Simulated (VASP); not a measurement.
# LiTlF3 (Pm-3m) in VASP: notebook

Aim: see how the results for LiTlF3 move with the level of theory and the settings. Levels: PBE, PBEsol. Tasks: single point.

All numbers are computed with VASP 6.6.1; they aren't measurements. Logs are shortened: lines on timing, memory, paths and dates and some standing lists are left out, and cuts for length are marked.

## Step 1: The cell of the first run

Symmetry: Pm-3m, No. 221, cubic system. The conventional cell has a = 3.889 Å, b = 3.889 Å, c = 3.889 Å, α = 90.00°, β = 90.00°, γ = 90.00°. Within 2.6 Å of Li (site symmetry m-3m) lie 6 F at 1.94 Å. Tl (site symmetry m-3m) has 12 F at 2.75 Å and 8 Li at 3.37 Å within 3.6 Å. F (site symmetry 4/mmm) has 2 Li at 1.94 Å within 2.6 Å.

## Step 2: Single point, PBE

Input file POSCAR:

```
LiTlF3
1.0
    3.8888114336      0.0000000000      0.0000000000
    0.0000000000      3.8888114336      0.0000000000
    0.0000000000      0.0000000000      3.8888114336
Li Tl F
1 1 3
Direct
    0.0000000000      0.0000000000      0.0000000000
    0.5000000000      0.5000000000      0.5000000000
    0.5000000000      0.0000000000      0.0000000000
    0.0000000000      0.5000000000      0.0000000000
    0.0000000000      0.0000000000      0.5000000000
```

Input file INCAR.step1:

```
SYSTEM = LiTlF3
PREC = Accurate
ENCUT = 520
EDIFF = 1E-7
ISMEAR = 0
SIGMA = 0.1
LREAL = .FALSE.
LASPH = .TRUE.
NELM = 100
ALGO = Normal
ISIF = 2
LWAVE = .FALSE.
LCHARG = .TRUE.
GGA = PE
NBANDS = 26
```

Input file KPOINTS.step1:

```
regular mesh
0
G
  10 10 10
  0 0 0
```

Input file INCAR.step2:

```
SYSTEM = LiTlF3
PREC = Accurate
ENCUT = 520
EDIFF = 1E-7
ISMEAR = -5
SIGMA = 0.1
LREAL = .FALSE.
LASPH = .TRUE.
NELM = 100
ALGO = Normal
ISIF = 2
LWAVE = .FALSE.
LCHARG = .FALSE.
GGA = PE
LORBIT = 11
NEDOS = 1001
ICHARG = 11
```

Input file KPOINTS.step2:

```
regular mesh
0
G
  15 15 15
  0 0 0
```

Potentials or basis: VASP PAW PBE potentials, release 64 (Li_sv, Tl_d, F).

The run is started by

```bash
cat potpaw_PBE.64/Li_sv/POTCAR potpaw_PBE.64/Tl_d/POTCAR potpaw_PBE.64/F/POTCAR > POTCAR
cp INCAR.step1 INCAR
cp KPOINTS.step1 KPOINTS
mpirun -np 1 vasp_std > vasp.out
cp INCAR.step2 INCAR
cp KPOINTS.step2 KPOINTS
mpirun -np 1 vasp_std > vasp.out
```

OUTCAR:

```text
SYSTEM = LiTlF3
   PREC = Accurate
   ENCUT = 520
   EDIFF = 1E-7
   ISMEAR = -5
   LREAL = .FALSE.
   LASPH = .TRUE.
   NELM = 100
   ISIF = 2
   GGA = PE
   LORBIT = 11
   ICHARG = 11

 ion  position               nearest neighbor table
   1  0.000  0.000  0.000-   3 1.94   4 1.94   5 1.94   5 1.94   4 1.94   3 1.94   2 3.37   2 3.37
                             2 3.37   2 3.37   2 3.37   2 3.37   2 3.37   2 3.37
   2  0.500  0.500  0.500-   3 2.75   4 2.75   5 2.75   3 2.75   4 2.75   3 2.75   5 2.75   3 2.75
                             4 2.75   5 2.75   4 2.75   5 2.75   1 3.37   1 3.37   1 3.37   1 3.37
   3  0.500  0.000  0.000-   1 1.94   1 1.94   2 2.75   2 2.75   2 2.75   2 2.75
   4  0.000  0.500  0.000-   1 1.94   1 1.94   2 2.75   2 2.75   2 2.75   2 2.75
   5  0.000  0.000  0.500-   1 1.94   1 1.94   2 2.75   2 2.75   2 2.75   2 2.75

  LATTYP: Found a simple cubic cell.
 ALAT       =     3.8888114336

  Lattice vectors:

 A1 = (   3.8888114336,   0.0000000000,   0.0000000000)
 A2 = (   0.0000000000,   3.8888114336,   0.0000000000)
 A3 = (   0.0000000000,   0.0000000000,   3.8888114336)

Analysis of symmetry for initial positions (statically):
=====================================================================
 Subroutine PRICEL returns:
 Original cell was already a primitive cell.

 Routine SETGRP: Setting up the symmetry group for a
 simple cubic supercell.

 Subroutine GETGRP returns: Found 48 space group operations
 (whereof 48 operations were pure point group operations)
 out of a pool of 48 trial point group operations.

The static configuration has the point symmetry O_h .

Analysis of symmetry for dynamics (positions and initial velocities):
=====================================================================
 Subroutine PRICEL returns:
 Original cell was already a primitive cell.

 Routine SETGRP: Setting up the symmetry group for a
 simple cubic supercell.

 Subroutine GETGRP returns: Found 48 space group operations
 (whereof 48 operations were pure point group operations)
 out of a pool of 48 trial point group operations.

The dynamic configuration has the point symmetry O_h .

 Subroutine INISYM returns: Found 48 space group operations
 (whereof 48 operations are pure point group operations),
 and found     1 'primitive' translations

----------------------------------------------------------------------------------------

                                     Primitive cell

  volume of cell :      58.8099

  direct lattice vectors                    reciprocal lattice vectors
     3.888811434  0.000000000  0.000000000     0.257147979  0.000000000  0.000000000
     0.000000000  3.888811434  0.000000000     0.000000000  0.257147979  0.000000000
     0.000000000  0.000000000  3.888811434     0.000000000  0.000000000  0.257147979

  length of vectors
     3.888811434  3.888811434  3.888811434     0.257147979  0.257147979  0.257147979

  position of ions in fractional coordinates (direct lattice)
     0.000000000  0.000000000  0.000000000
     0.500000000  0.500000000  0.500000000
     0.500000000  0.000000000  0.000000000
     0.000000000  0.500000000  0.000000000
     0.000000000  0.000000000  0.500000000

  ion indices of the primitive-cell ions
   primitive index   ion index
                 1           1
                 2           2
                 3           3
                 4           4
                 5           5

----------------------------------------------------------------------------------------

 KPOINTS: regular mesh

Automatic generation of k-mesh.
 Grid dimensions read from file:
 generate k-points for:   15   15   15

 Generating k-lattice:

  Cartesian coordinates                     Fractional coordinates (reciprocal lattice)
     0.017143199  0.000000000  0.000000000     0.066666667  0.000000000  0.000000000
     0.000000000  0.017143199  0.000000000     0.000000000  0.066666667  0.000000000
     0.000000000  0.000000000  0.017143199     0.000000000  0.000000000  0.066666667

  Length of vectors
     0.017143199  0.017143199  0.017143199

  Shift w.r.t. Gamma in fractional coordinates (k-lattice)
     0.000000000  0.000000000  0.000000000

 TETIRR: Found   1667 inequivalent tetrahedra from    20250

 Subroutine IBZKPT returns following result:
 ===========================================

 Found    120 irreducible k-points:

 Following reciprocal coordinates:
            Coordinates               Weight
  0.000000  0.000000  0.000000      1.000000
  0.066667  0.000000  0.000000      6.000000
  0.133333  0.000000  0.000000      6.000000
  0.200000  0.000000  0.000000      6.000000
  0.266667  0.000000  0.000000      6.000000
  0.333333  0.000000  0.000000      6.000000
[... 16 lines left out ...]
  0.266667  0.200000  0.000000     24.000000
  0.333333  0.200000  0.000000     24.000000
 [... further k-points ...]
   k-points           NKPTS =    120   k-points in BZ     NKDIM =    120   number of bands    NBANDS=     22
   number of dos      NEDOS =   1001   number of ions     NIONS =      5
   total plane-waves  NPLWV =  27000
   dimension x,y,z NGX =    30 NGY =   30 NGZ =   30
   dimension x,y,z NGXF=    60 NGYF=   60 NGZF=   60
   ions per type =               1   1   3
   NGX,Y,Z   is equivalent  to a cutoff of  12.82, 12.82, 12.82 a.u.
   NGXF,Y,Z  is equivalent  to a cutoff of  25.65, 25.65, 25.65 a.u.
 SYSTEM =  LiTlF3
   PREC   = accura    normal or accurate (medium, high low for compatibility)
   ISTART =      0    job   : 0-new  1-cont  2-samecut
   ICHARG =     11    charge: 1-file 2-atom 10-const
   ISPIN  =      1    spin polarized calculation?
   LNONCOLLINEAR =      F non collinear calculations
   LSORBIT =      F    spin-orbit coupling
   LASPH  =      T    aspherical Exc in radial PAW
   ENCUT  =  520.0 eV  38.22 Ry    6.18 a.u.   7.23  7.23  7.23*2*pi/ulx,y,z
   NELM   =    100;   NELMIN=  2; NELMDL=  0     # of ELM steps
   EDIFF  = 0.1E-06   stopping-criterion for ELM
   LREAL  =      F    real-space projection
   EDIFFG = 0.1E-05   stopping-criterion for IOM
   NSW    =      0    number of steps for IOM
   IBRION =     -1    ionic relax: 0-MD 1-quasi-New 2-CG
   NFREE  =      0    steps in history (QN), initial steepest desc. (CG)
   ISIF   =      2    stress and relaxation
   ISYM   =      2    0-nonsym 1-usesym 2-fastsym
   POTIM  = 0.5000    time-step for ionic-motion
   TEBEG  =    0.0;   TEEND  =   0.0 temperature during run
   PSTRESS=    0.0 pullay stress
   NELECT =      37.0000    total number of electrons
   NUPDOWN=      -1.0000    fix difference up-down
   EMIN   =  10.00;   EMAX   =-10.00  energy-range for DOS
   EFERMI =   0.00;   METHOD = LEGACY
   ISMEAR =    -5;   SIGMA  =   0.10  broadening in eV -4-tet -1-fermi 0-gaus
   EFERMI_NEDOS =   21; number of points for ismear=-14 and -15
   IALGO  =     38    algorithm
   IMIX   =      4    mixing-type and parameters
     AMIX     =   0.40;   BMIX     =  1.00
     AMIX_MAG =   1.60;   BMIX_MAG =  1.00
  volume/ion in A,a.u.               =      11.76        79.37
  Fermi-wavevector in a.u.,A,eV,Ry     =   1.402787  2.650884 26.773714  1.967812
  Thomas-Fermi vector in A             =   2.525514
   LORBIT       =     11    0 simple, 1 ext, 2 COOP (PROOUT), +10 PAW based schemes
   GGA     = PE    functional components
   LHFCALC =     F    Hartree Fock is set to
   AEXX    =    0.0000 exact exchange contribution
   IVDW    =     0    specifies the selected vdW correction
   LEPSILON=     F    determine dielectric tensor
   LRPA    =     F    only Hartree local field effects (RPA)
 non-spin polarized calculation
 Fermi weights with tetrahedron method with Bloechl corrections
  energy-cutoff  :      520.00
  volume of cell :       58.81
 maximum number of plane-waves:      1608
 NGX is ok and might be reduce to    30

 number of electron      36.9999996 magnetization

 Free energy of the ion-electron system (eV)
  ---------------------------------------------------
  ext. energy  EPLUGINS =         0.00000000
  ---------------------------------------------------
  free energy    TOTEN  =       -20.04831293 eV

  energy without entropy =      -20.04831293  energy(sigma->0) =      -20.04831293

 E-fermi :   2.4106     XC(G=0): -10.5183

 val. band max:        2.4002576894   @ k =   0.3333   0.3333   0.2000
 cond. band min:       2.4209641818   @ k =   0.3333   0.2000   0.1333
 fundamental gap:      0.0207064924
 Fermi energy:         2.4106386402

 k-point     1 :       0.0000    0.0000    0.0000
  band No.  band energies     occupation
      1     -39.4485      2.00000
      2     -19.2261      2.00000
      3     -18.4327      2.00000
      4     -18.4327      2.00000
      5      -7.1958      2.00000
      6      -7.1958      2.00000
[... 14 lines left out ...]
     21      12.1041      0.00000
     22      12.1041      0.00000

 k-point     2 :       0.0667    0.0000    0.0000
  band No.  band energies     occupation
      1     -39.4484      2.00000
      2     -19.2182      2.00000
      3     -18.4419      2.00000
      4     -18.4320      2.00000
      5      -7.2011      2.00000
      6      -7.1894      2.00000
[... 14 lines left out ...]
     21      12.0699      0.00000
     22      12.0699      0.00000
[... 523 lines left out ...]
     21      10.1183      0.00000
     22      11.4605      0.00000

 k-point    24 :       0.3333    0.2000    0.0000
  band No.  band energies     occupation
      1     -39.4462      2.00000
      2     -19.0021      2.00000
      3     -18.6286      2.00000
      4     -18.4743      2.00000
      5      -7.2608      2.00000
      6      -7.1664      2.00000
[... 14 lines left out ...]
     21      10.1259      0.00000
     22      11.3288      0.00000

 [... further k-points ...]

------------------------ aborting loop because EDIFF is reached ----------------------------------------

  FORCE on cell =-STRESS in cart. coord.  units (eV):
  Direction    XX          YY          ZZ          XY          YZ          ZX
  --------------------------------------------------------------------------------------
  -------------------------------------------------------------------------------------
  Total       -0.1286789     -0.1286789     -0.1286789      0.0000000      0.0000000      0.0000000
  in kB       -3.5056406     -3.5056406     -3.5056406      0.0000000      0.0000000      0.0000000
  external PRESSURE =      -3.5056406 kB  Pullay stress =       0.0000000 kB

 VOLUME and BASIS-vectors are now :
 -----------------------------------------------------------------------------
  energy-cutoff  :      520.00
  volume of cell :       58.81
      direct lattice vectors                 reciprocal lattice vectors
     3.888811434  0.000000000  0.000000000     0.257147979  0.000000000  0.000000000
     0.000000000  3.888811434  0.000000000     0.000000000  0.257147979  0.000000000
     0.000000000  0.000000000  3.888811434     0.000000000  0.000000000  0.257147979

 POSITION                                       TOTAL-FORCE (eV/Angst)
 -----------------------------------------------------------------------------------
      0.00000      0.00000      0.00000         0.000000      0.000000      0.000000
      1.94441      1.94441      1.94441         0.000000      0.000000      0.000000
      1.94441      0.00000      0.00000         0.000000      0.000000      0.000000
      0.00000      1.94441      0.00000         0.000000      0.000000      0.000000
      0.00000      0.00000      1.94441         0.000000      0.000000      0.000000
 -----------------------------------------------------------------------------------
    total drift:                                0.000000     -0.000000      0.000000

  FREE ENERGIE OF THE ION-ELECTRON SYSTEM (eV)
  ---------------------------------------------------
  free  energy   TOTEN  =       -20.0483129294 eV

  energy  without entropy=      -20.0483129294  energy(sigma->0) =      -20.04831293

 total charge

# of ion       s       p       d       tot
------------------------------------------
    1        2.022   0.056   0.000   2.078
    2        1.006   0.160   9.725  10.891
    3        1.743   4.315   0.000   6.058
    4        1.743   4.315   0.000   6.058
    5        1.743   4.315   0.000   6.058
--------------------------------------------------
tot          8.256  13.161   9.725  31.143
```

Run time: 87 s. Hardware: 1 thread of Intel Xeon Platinum 8488C (Sapphire Rapids), shared host; peak memory 0.27 GiB.

What came out:

```
Valence electrons inside the program's atomic spheres : Li 2.08; Tl 10.89; F 6.06
```

Caveat: the cutoff is under 1.25 times the usual one of these potentials, so pressure, stress and relaxed cells hold a basis-set (Pulay) error; spin-orbit coupling is left out, which moves the levels of the heavy elements; an odd number of electrons without spin polarisation forces a metal; a magnetic or distorted state may lie lower.

## Step 3: Single point, PBEsol

POSCAR is that of step 2.

Input file INCAR.step1:

```
  PREC = Accurate
  ENCUT = 520
  EDIFF = 1E-7
  ISMEAR = 0
  SIGMA = 0.1
  LREAL = F
  LASPH = T
  NELM = 60
  ALGO = Normal
  ISIF = 2
  LWAVE = F
  LCHARG = T
  GGA = PS
  NBANDS = 26
```

Input file KPOINTS.step1:

```
Automatic mesh
0
Gamma
  10 10 10
```

Input file INCAR.step2:

```
  PREC = Accurate
  ENCUT = 520
  EDIFF = 1E-7
  ISMEAR = -5
  SIGMA = 0.1
  LREAL = F
  LASPH = T
  NELM = 60
  ALGO = Normal
  ISIF = 2
  LWAVE = F
  LCHARG = F
  GGA = PS
  LORBIT = 11
  NBANDS = 26
  NEDOS = 2001
  ICHARG = 11
```

Input file KPOINTS.step2:

```
Automatic mesh
0
Gamma
  15 15 15
```

Potentials or basis: VASP PAW PBE potentials, release 64 (Li_sv, Tl_d, F).

The run is started by

```bash
cat potpaw_PBE.64/Li_sv/POTCAR potpaw_PBE.64/Tl_d/POTCAR potpaw_PBE.64/F/POTCAR > POTCAR
cp INCAR.step1 INCAR
cp KPOINTS.step1 KPOINTS
mpirun -np 1 vasp_std > vasp.out
cp INCAR.step2 INCAR
cp KPOINTS.step2 KPOINTS
mpirun -np 1 vasp_std > vasp.out
```

Run time: 96 s. Hardware: 1 thread of Intel Xeon Platinum 8488C (Sapphire Rapids), shared host; peak memory 0.28 GiB.

It converged, with:

```
Valence electrons inside the program's atomic spheres : Li 2.08; Tl 10.88; F 6.04
```

Levels at points of the mesh, in eV from the Fermi level:
| k point | band 16 | band 17 | band 18 | band 19 | band 20 | band 21 | band 22 | band 23 |
| --- | --- | --- | --- | --- | --- | --- | --- | --- |
| (0.00, 0.00, 0.00) | -2.27 | -1.75 | -1.75 | -1.75 | 9.61 | 9.61 | 9.61 | 12.30 |

Caveat: the cutoff is under 1.25 times the usual one of these potentials, so pressure, stress and relaxed cells hold a basis-set (Pulay) error; the PAW data sets were made with another functional, which shifts forces and pressure a little; spin-orbit coupling is left out, which moves the levels of the heavy elements; an odd number of electrons without spin polarisation forces a metal; a magnetic or distorted state may lie lower.
